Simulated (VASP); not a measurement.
# Re (Fm-3m) in VASP: a series of runs

Runs on Re. Level: r2SCAN. Tasks: single point.

Everything below comes from runs of VASP 6.6.1. Logs are shortened: lines on timing, memory, paths and dates and some standing lists are left out, and cuts for length are marked.

**1. The cell of the first run**

The structure is cubic, space group Fm-3m (No. 225). Conventional cell: a = 3.893 Å, b = 3.893 Å, c = 3.893 Å, α = 90.00°, β = 90.00°, γ = 90.00°. Re (site symmetry m-3m) has 12 Re at 2.75 Å within 3.6 Å.

**2. Single point, r2SCAN**

Contents of POSCAR:

```
Re
1.0
    0.0000000000      1.9465995614      1.9465995614
    1.9465995614      0.0000000000      1.9465995614
    1.9465995614      1.9465995614      0.0000000000
Re
1
Direct
    0.0000000000      0.0000000000      0.0000000000
```

Contents of INCAR.step1:

```
SYSTEM = Re
PREC = Accurate ; ENCUT = 520
ISMEAR = -1 ; SIGMA = 0.08
LREAL = .FALSE. ; LASPH = .TRUE.
NELM = 60 ; NBANDS = 10
GGA = PE ; ALGO = Normal
EDIFF = 1E-4 ; LWAVE = .TRUE.
LCHARG = .FALSE.
```

Contents of INCAR.step2:

```
SYSTEM = Re
PREC = Accurate ; ENCUT = 520
EDIFF = 1E-6 ; ISMEAR = -1
SIGMA = 0.08 ; LREAL = .FALSE.
LASPH = .TRUE. ; NELM = 60
ALGO = Normal ; ISIF = 2
LWAVE = .FALSE. ; LCHARG = .FALSE.
METAGGA = R2SCAN ; LMIXTAU = .TRUE.
NBANDS = 10 ; ISTART = 1
```

Contents of KPOINTS:

```
regular mesh
0
G
  14 14 14
  0 0 0
```

Potentials or basis: VASP PAW PBE potentials, release 64 (Re).

Run with:

```sh
$ cat potpaw_PBE.64/Re/POTCAR > POTCAR
$ cp INCAR.step1 INCAR
$ mpirun -np 1 vasp_std > vasp.out
$ cp INCAR.step2 INCAR
$ mpirun -np 1 vasp_std > vasp.out
```

OUTCAR:

```text
SYSTEM = Re
   PREC = Accurate
   ENCUT = 520
   EDIFF = 1E-6
   ISMEAR = -1
   LREAL = .FALSE.
   LASPH = .TRUE.
   NELM = 60
   ISIF = 2
   METAGGA = R2SCAN
   ISTART = 1

 ion  position               nearest neighbor table
   1  0.000  0.000  0.000-

  LATTYP: Found a face centered cubic cell.
 ALAT       =     3.8931991228

  Lattice vectors:

 A1 = (   0.0000000000,   1.9465995614,   1.9465995614)
 A2 = (   1.9465995614,   0.0000000000,   1.9465995614)
 A3 = (   1.9465995614,   1.9465995614,   0.0000000000)

Analysis of symmetry for initial positions (statically):
=====================================================================
 Subroutine PRICEL returns:
 Original cell was already a primitive cell.

 Routine SETGRP: Setting up the symmetry group for a
 face centered cubic supercell.

 Subroutine GETGRP returns: Found 48 space group operations
 (whereof 48 operations were pure point group operations)
 out of a pool of 48 trial point group operations.

The static configuration has the point symmetry O_h .

Analysis of symmetry for dynamics (positions and initial velocities):
=====================================================================
 Subroutine PRICEL returns:
 Original cell was already a primitive cell.

 Routine SETGRP: Setting up the symmetry group for a
 face centered cubic supercell.

 Subroutine GETGRP returns: Found 48 space group operations
 (whereof 48 operations were pure point group operations)
 out of a pool of 48 trial point group operations.

The dynamic configuration has the point symmetry O_h .

 Subroutine INISYM returns: Found 48 space group operations
 (whereof 48 operations are pure point group operations),
 and found     1 'primitive' translations

----------------------------------------------------------------------------------------

                                     Primitive cell

  volume of cell :      14.7523

  direct lattice vectors                    reciprocal lattice vectors
     0.000000000  1.946599561  1.946599561    -0.256858169  0.256858169  0.256858169
     1.946599561  0.000000000  1.946599561     0.256858169 -0.256858169  0.256858169
     1.946599561  1.946599561  0.000000000     0.256858169  0.256858169 -0.256858169

  length of vectors
     2.752907500  2.752907500  2.752907500     0.444891400  0.444891400  0.444891400

  position of ions in fractional coordinates (direct lattice)
     0.000000000  0.000000000  0.000000000

  ion indices of the primitive-cell ions
   primitive index   ion index
                 1           1

----------------------------------------------------------------------------------------

 KPOINTS: regular mesh

Automatic generation of k-mesh.
 Grid dimensions read from file:
 generate k-points for:   14   14   14

 Generating k-lattice:

  Cartesian coordinates                     Fractional coordinates (reciprocal lattice)
    -0.018347012  0.018347012  0.018347012     0.071428571  0.000000000  0.000000000
     0.018347012 -0.018347012  0.018347012     0.000000000  0.071428571  0.000000000
     0.018347012  0.018347012 -0.018347012     0.000000000  0.000000000  0.071428571

  Length of vectors
     0.031777957  0.031777957  0.031777957

  Shift w.r.t. Gamma in fractional coordinates (k-lattice)
     0.000000000  0.000000000  0.000000000

 Subroutine IBZKPT returns following result:
 ===========================================

 Found    104 irreducible k-points:

 Following reciprocal coordinates:
            Coordinates               Weight
  0.000000  0.000000  0.000000      1.000000
  0.071429  0.000000  0.000000      8.000000
  0.142857  0.000000  0.000000      8.000000
  0.214286  0.000000  0.000000      8.000000
  0.285714  0.000000  0.000000      8.000000
  0.357143  0.000000  0.000000      8.000000
[... 16 lines left out ...]
  0.214286  0.142857  0.000000     24.000000
  0.285714  0.142857  0.000000     24.000000
 [... further k-points ...]
   k-points           NKPTS =    104   k-points in BZ     NKDIM =    104   number of bands    NBANDS=     10
   number of dos      NEDOS =    301   number of ions     NIONS =      1
   total plane-waves  NPLWV =   8000
   dimension x,y,z NGX =    20 NGY =   20 NGZ =   20
   dimension x,y,z NGXF=    40 NGYF=   40 NGZF=   40
   ions per type =               1
   NGX,Y,Z   is equivalent  to a cutoff of  12.08, 12.08, 12.08 a.u.
   NGXF,Y,Z  is equivalent  to a cutoff of  24.16, 24.16, 24.16 a.u.
 SYSTEM =  Re
   PREC   = accura    normal or accurate (medium, high low for compatibility)
   ISTART =      1    job   : 0-new  1-cont  2-samecut
   ICHARG =      0    charge: 1-file 2-atom 10-const
   ISPIN  =      1    spin polarized calculation?
   LNONCOLLINEAR =      F non collinear calculations
   LSORBIT =      F    spin-orbit coupling
   LASPH  =      T    aspherical Exc in radial PAW
   ENCUT  =  520.0 eV  38.22 Ry    6.18 a.u.   5.12  5.12  5.12*2*pi/ulx,y,z
   NELM   =     60;   NELMIN=  2; NELMDL=  0     # of ELM steps
   EDIFF  = 0.1E-05   stopping-criterion for ELM
   LREAL  =      F    real-space projection
   EDIFFG = 0.1E-04   stopping-criterion for IOM
   NSW    =      0    number of steps for IOM
   IBRION =     -1    ionic relax: 0-MD 1-quasi-New 2-CG
   NFREE  =      0    steps in history (QN), initial steepest desc. (CG)
   ISIF   =      2    stress and relaxation
   ISYM   =      2    0-nonsym 1-usesym 2-fastsym
   POTIM  = 0.5000    time-step for ionic-motion
   TEBEG  =    0.0;   TEEND  =   0.0 temperature during run
   PSTRESS=    0.0 pullay stress
   NELECT =       7.0000    total number of electrons
   NUPDOWN=      -1.0000    fix difference up-down
   EMIN   =  10.00;   EMAX   =-10.00  energy-range for DOS
   EFERMI =   0.00;   METHOD = LEGACY
   ISMEAR =    -1;   SIGMA  =   0.08  broadening in eV -4-tet -1-fermi 0-gaus
   EFERMI_NEDOS =   21; number of points for ismear=-14 and -15
   IALGO  =     38    algorithm
   IMIX   =      4    mixing-type and parameters
     AMIX     =   0.40;   BMIX     =  1.00
     AMIX_MAG =   1.60;   BMIX_MAG =  1.00
  volume/ion in A,a.u.               =      14.75        99.55
  Fermi-wavevector in a.u.,A,eV,Ry     =   1.276892  2.412976 22.183668  1.630454
  Thomas-Fermi vector in A             =   2.409523
   LORBIT       =      0    0 simple, 1 ext, 2 COOP (PROOUT), +10 PAW based schemes
   METAGGA = R2SCAN    functional components
   LHFCALC =     F    Hartree Fock is set to
   AEXX    =    0.0000 exact exchange contribution
   IVDW    =     0    specifies the selected vdW correction
   LEPSILON=     F    determine dielectric tensor
   LRPA    =     F    only Hartree local field effects (RPA)
 non-spin polarized calculation
  energy-cutoff  :      520.00
  volume of cell :       14.75
 maximum number of plane-waves:       411
   NGX = 11   NGY = 11   NGZ = 11

 number of electron       7.0000001 magnetization

 Free energy of the ion-electron system (eV)
  ---------------------------------------------------
  ext. energy  EPLUGINS =         0.00000000
  ---------------------------------------------------
  free energy    TOTEN  =       -52.39585149 eV

  energy without entropy =      -52.37570394  energy(sigma->0) =      -52.38577771

 E-fermi :   7.9640     XC(G=0): -14.9764

 val. band max:        7.9476872860   @ k =  -0.2143   0.2857   0.0714
 cond. band min:       8.0086901658   @ k =  -0.4286   0.2857   0.1429
 fundamental gap:      0.0610028799
 Fermi energy:         7.9639969917

 k-point     1 :       0.0000    0.0000    0.0000
  band No.  band energies     occupation
      1      -2.6775      2.00000
      2       5.9335      2.00000
      3       5.9335      2.00000
      4       5.9335      2.00000
      5       9.3294      0.00000
      6       9.3294      0.00000
      7      22.4570      0.00000
      8      28.5476      0.00000
      9      28.5476      0.00000
     10      28.5476      0.00000

 k-point     2 :       0.0714    0.0000    0.0000
  band No.  band energies     occupation
      1      -2.4303      2.00000
      2       5.7637      2.00000
      3       6.0481      2.00000
      4       6.0481      2.00000
      5       9.2380      0.00000
      6       9.2380      0.00000
      7      22.9361      0.00000
      8      27.3248      0.00000
      9      28.9955      0.00000
     10      28.9955      0.00000

 k-point     3 :       0.1429    0.0000    0.0000
  band No.  band energies     occupation
      1      -1.7349      2.00000
      2       5.3702      2.00000
      3       6.3148      2.00000
      4       6.3148      2.00000
      5       9.0828      0.00000
      6       9.0828      0.00000
      7      24.0753      0.00000
      8      25.5222      0.00000
      9      30.2714      0.00000
     10      30.2714      0.00000

 k-point     4 :       0.2143    0.0000    0.0000
  band No.  band energies     occupation
      1      -0.7564      2.00000
      2       5.0460      2.00000
      3       6.4820      2.00000
      4       6.4820      2.00000
      5       9.1974      0.00000
      6       9.1974      0.00000
      7      23.3068      0.00000
      8      26.0090      0.00000
      9      32.1975      0.00000
     10      32.1975      0.00000
[... 222 lines left out ...]
 k-point    22 :       0.1429    0.1429    0.0000
  band No.  band energies     occupation
      1      -1.4138      2.00000
      2       4.8579      2.00000
      3       6.7252      2.00000
      4       6.7252      2.00000
      5       8.0309      0.60438
      6       9.7500      0.00000
      7      24.8730      0.00000
      8      26.7828      0.00000
      9      29.1446      0.00000
     10      29.1446      0.00000

 k-point    23 :       0.2143    0.1429    0.0000
  band No.  band energies     occupation
      1      -0.6520      2.00000
      2       4.4178      2.00000
      3       6.8423      2.00000
      4       7.0979      1.99996
      5       7.8894      1.43511
      6       9.9804      0.00000
      7      25.6691      0.00000
      8      26.2957      0.00000
      9      29.5080      0.00000
     10      30.0292      0.00000

 k-point    24 :       0.2857    0.1429    0.0000
  band No.  band energies     occupation
      1       0.3108      2.00000
      2       4.1504      2.00000
      3       6.2747      2.00000
      4       7.2440      1.99975
      5       8.7902      0.00007
      6      10.4541      0.00000
      7      24.0925      0.00000
      8      27.3163      0.00000
      9      29.8639      0.00000
     10      30.3445      0.00000

 [... further k-points ...]
[... 5 lines left out ...]
  --------------------------------------------------------------------------------------
  -------------------------------------------------------------------------------------
  Total       -0.0011940     -0.0011940     -0.0011940      0.0000000      0.0000000      0.0000000
  in kB       -0.1296777     -0.1296777     -0.1296777      0.0000000      0.0000000      0.0000000
  external PRESSURE =      -0.1296777 kB  Pullay stress =       0.0000000 kB

 VOLUME and BASIS-vectors are now :
 -----------------------------------------------------------------------------
  energy-cutoff  :      520.00
  volume of cell :       14.75
      direct lattice vectors                 reciprocal lattice vectors
     0.000000000  1.946599561  1.946599561    -0.256858169  0.256858169  0.256858169
     1.946599561  0.000000000  1.946599561     0.256858169 -0.256858169  0.256858169
     1.946599561  1.946599561  0.000000000     0.256858169  0.256858169 -0.256858169

 POSITION                                       TOTAL-FORCE (eV/Angst)
 -----------------------------------------------------------------------------------
      0.00000      0.00000      0.00000        -0.000000      0.000000      0.000000
 -----------------------------------------------------------------------------------
    total drift:                                0.000000      0.000000     -0.000000

  FREE ENERGIE OF THE ION-ELECTRON SYSTEM (eV)
  ---------------------------------------------------
  free  energy   TOTEN  =       -52.3958514903 eV

  energy  without entropy=      -52.3757039354  energy(sigma->0) =      -52.38577771
```

It took 60 s on 1 thread of Intel Xeon Platinum 8259CL at 2.50GHz (Skylake/Cascade Lake), shared host; peak memory 0.14 GiB.

What came out:

```
Free energy : -52.3959 eV
Pressure    : 0.0 GPa
```

Levels at points of the mesh, in eV from the Fermi level:
| k point | band 2 | band 3 | band 4 | band 5 | band 6 | band 7 |
| --- | --- | --- | --- | --- | --- | --- |
| (0.00, 0.00, 0.00) | -2.03 | -2.03 | -2.03 | 1.37 | 1.37 | 14.49 |
| (0.50, 0.00, 0.00) | -2.19 | -2.19 | 0.09 | 3.93 | 3.93 | 10.43 |
| (0.50, 0.50, 0.00) | -6.28 | 2.81 | 3.94 | 4.65 | 4.65 | 12.86 |

Caveat: the PAW data sets were made with another functional, which shifts forces and pressure a little; spin-orbit coupling is left out, which moves the levels of the heavy elements.

**3. Single point, r2SCAN**

POSCAR is that of step 2.

Contents of INCAR.step1:

```
ALGO = Normal
EDIFF = 1E-4
ENCUT = 520
GGA = PE
ISMEAR = -1
LASPH = T
LCHARG = F
LREAL = F
LWAVE = T
NBANDS = 10
NELM = 80
PREC = Accurate
SIGMA = 0.08
```

Contents of INCAR.step2:

```
ALGO = Normal
EDIFF = 1E-6
ENCUT = 520
ISIF = 2
ISMEAR = -1
ISTART = 1
LASPH = T
LCHARG = F
LMIXTAU = T
LREAL = F
LWAVE = F
METAGGA = R2SCAN
NBANDS = 10
NELM = 80
PREC = Accurate
SIGMA = 0.08
```

Contents of KPOINTS:

```
k-points
0
Gamma
  14 14 14
```

Potentials or basis: VASP PAW PBE potentials, release 64 (Re).

Run with:

```sh
$ cat potpaw_PBE.64/Re/POTCAR > POTCAR
$ cp INCAR.step1 INCAR
$ mpirun -np 1 vasp_std > vasp.out
$ cp INCAR.step2 INCAR
$ mpirun -np 1 vasp_std > vasp.out
```

Wall time 61 s (1 thread of Intel Xeon Platinum 8259CL at 2.50GHz (Skylake/Cascade Lake), shared host); peak memory 0.14 GiB.

The run converged. Its results:

| Property | Result |
| --- | --- |
| Free energy | -52.3959 eV |
| Pressure | 0.0 GPa |

Levels at points of the mesh, in eV from the Fermi level:
```tsv
k point	band 1	band 2	band 3	band 4	band 5	band 6	band 7	band 8
(0.00, 0.00, 0.00)	-10.64	-2.03	-2.03	-2.03	1.37	1.37	14.49	20.58
(0.50, 0.00, 0.00)	-7.22	-2.19	-2.19	0.09	3.93	3.93	10.43	13.99
(0.50, 0.50, 0.00)	-7.12	-6.28	2.81	3.94	4.65	4.65	12.86	12.86
```

Caveat: the PAW data sets were made with another functional, which shifts forces and pressure a little; spin-orbit coupling is left out, which moves the levels of the heavy elements.

**4. Single point, r2SCAN**

Contents of POSCAR:

```
Re
1.0
    0.0000000000      1.9466018360      1.9466018360
    1.9466018360      0.0000000000      1.9466018360
    1.9466018360      1.9466018360      0.0000000000
Re
1
Direct
    0.0000000000      0.0000000000      0.0000000000
```

Contents of INCAR.step1:

```
PREC = Accurate
ENCUT = 520
ISMEAR = -1
SIGMA = 0.08
LREAL = F
LASPH = T
NELM = 80
NBANDS = 10
GGA = PE
ALGO = Normal
EDIFF = 1E-4
LWAVE = T
LCHARG = F
```

Contents of INCAR.step2:

```
PREC = Accurate
ENCUT = 520
EDIFF = 1E-7
ISMEAR = -1
SIGMA = 0.08
LREAL = F
LASPH = T
NELM = 80
ALGO = Normal
ISIF = 2
LWAVE = F
LCHARG = F
METAGGA = R2SCAN
LMIXTAU = T
NBANDS = 10
ISTART = 1
```

Contents of KPOINTS:

```
Automatic mesh
0
Gamma
  14 14 14
```

Run with:

```sh
$ cat potpaw_PBE.64/Re/POTCAR > POTCAR
$ cp INCAR.step1 INCAR
$ mpirun -np 1 vasp_std > vasp.out
$ cp INCAR.step2 INCAR
$ mpirun -np 1 vasp_std > vasp.out
```

It took 66 s on 1 thread of Intel Xeon Platinum 8259CL at 2.50GHz (Skylake/Cascade Lake), shared host; peak memory 0.14 GiB.

Results (log left out):

```
Free energy : -52.3959 eV
Pressure    : 0.0 GPa
```

Levels at points of the mesh, in eV from the Fermi level:
| k point | band 1 | band 2 | band 3 | band 4 | band 5 | band 6 | band 7 | band 8 | band 9 |
| --- | --- | --- | --- | --- | --- | --- | --- | --- | --- |
| (0.00, 0.00, 0.00) | -10.64 | -2.03 | -2.03 | -2.03 | 1.37 | 1.37 | 14.49 | 20.58 | 20.58 |
| (0.50, 0.00, 0.00) | -7.22 | -2.19 | -2.19 | 0.09 | 3.93 | 3.93 | 10.43 | 13.99 | 21.09 |
| (0.50, 0.50, 0.00) | -7.12 | -6.28 | 2.81 | 3.94 | 4.65 | 4.65 | 12.86 | 12.86 | 13.73 |

Caveat: the PAW data sets were made with another functional, which shifts forces and pressure a little; spin-orbit coupling is left out, which moves the levels of the heavy elements.

(Continued in part 2 of 2.)
